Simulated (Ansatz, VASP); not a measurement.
Two plane-wave programs on C

INCAR

```
  PREC = Accurate
  ENCUT = 520
  EDIFF = 1E-7
  ISMEAR = 0
  SIGMA = 0.05
  LREAL = False
  LASPH = True
  NELM = 60
  ALGO = Normal
  ISIF = 2
  LWAVE = False
  LCHARG = False
  GGA = PE
  NBANDS = 11
```

The input KPOINTS:

```
regular mesh
0
Gamma
  12 12 12
```

Contents of POSCAR:

```
C
1.0
    0.0000000000      1.7279260045      1.7700873990
    1.7279260045      0.0000000000      1.7700873990
    1.7279260045      1.7279260045      0.0000000000
C
2
Direct
    0.5000000000      0.5000000000      0.5000000000
    0.7500000000      0.7500000000      0.7500000000
```

Input for Ansatz:

```yaml
crystal:
  lattice:
    - [0.0, 1.7279260045, 1.770087399]
    - [1.7279260045, 0.0, 1.770087399]
    - [1.7279260045, 1.7279260045, 0.0]
  atoms:
    - { symbol: C, position: [0.5, 0.5, 0.5] }
    - { symbol: C, position: [0.75, 0.75, 0.75] }
basis:
  ecutwfc: 520.0
kpoints:
  mp_grid: { grid: [12, 12, 12] }
hamiltonian:
  xc: pbe
  pseudopotentials: { kind: paw, azcp: { folder: soft_1 } }
scf:
  occupations: { method: gaussian, width: 0.05 }
output:
  forces: true
  stress: true
  eigenvalues: true
  write_density: true
  write_potential: true
  elf: true
  volumetric_format: npy
```

Alike in both runs: task single point; functional PBE; k mesh 12 × 12 × 12; occupations gaussian, width 0.05 eV; no spin polarisation.

|  | VASP | Ansatz |
| --- | --- | --- |
| version | VASP 6.6.1 | Ansatz 0.2.0 |
| potentials or method | VASP PAW PBE potentials, release 64 (C), cutoff 520 eV | scalar-relativistic, plane waves, PAW |
| valence electrons in the cell | 8 | 8 |

Ansatz gave:

```
gap on the k mesh at the Fermi level (eV) : 4.01
least direct gap on the mesh (eV)         : 5.56
```

Q: What did VASP give for the same quantities?

A: gap on the k mesh at the Fermi level (eV): 4.00; least direct gap on the mesh (eV): 5.56.

With one functional, cell and mesh, what is left measures potentials, basis and numerics.
